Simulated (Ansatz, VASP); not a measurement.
One calculation of Ga6N5, two programs

```xyz
11
Lattice="0.0000 0.0000 5.2432 -4.8276 2.7872 0.0000 0.0000 -5.5744 0.0000" Properties=species:S:1:pos:R:3 pbc="T T T"
Ga    0.0000   -1.8581    2.6662
Ga   -1.6092    0.9291    2.6152
Ga   -3.2184   -1.8581    2.6152
Ga   -1.5443   -0.9665    5.2129
Ga   -3.2833    1.8206    5.2129
Ga   -4.8276   -0.8541    5.2129
N    -1.6092    0.9291    4.5944
N    -3.2184   -1.8581    4.5944
N    -1.5953   -0.9371    1.9798
N    -3.2322    1.8501    1.9798
N    -4.8276   -0.9131    1.9798
```

Change from the starting cell: N vacancy (site b), charge +0, atoms relaxed at the host's cell.

Alike in both runs: functional PBE; k mesh 3 × 3 × 3; occupations gaussian, width 0.01 eV; collinear spin.

Ansatz relaxed the structure, and its values are those at the end. VASP's run is a single point on that final structure, the one shown.

|  | VASP | Ansatz |
| --- | --- | --- |
| version | VASP 6.6.1 | Ansatz 0.2.0 |
| potentials or method | VASP PAW PBE potentials, release 64 (Ga_d, N), cutoff 520 eV | scalar-relativistic, plane waves, PAW |
| valence electrons in the cell | 103 | 103 |

Ansatz gave:

| Property | Result |
| --- | --- |
| gap on the k mesh at the Fermi level (eV) | none |
| rms of the force components (eV/Å) | 0.010 |
| net moment per atom (μB) | 0.04 |
| size of the moment on the site where the two differ most (μB) | 0.02 |

**Question.** Which values does VASP return?

**Answer.** gap on the k mesh at the Fermi level (eV): none; rms of the force components (eV/Å): 0.011; net moment per atom (μB): 0.04; size of the moment on the site where the two differ most (μB): 0.05.

Site moments also hang on the region over which each program counts them. A gap of «none» marks a metal or a gap that the smearing closes. The functional is the same, so the differences come from potentials, cutoffs and numerics.

The k mesh is coarse, so the values compare programs but aren't converged.
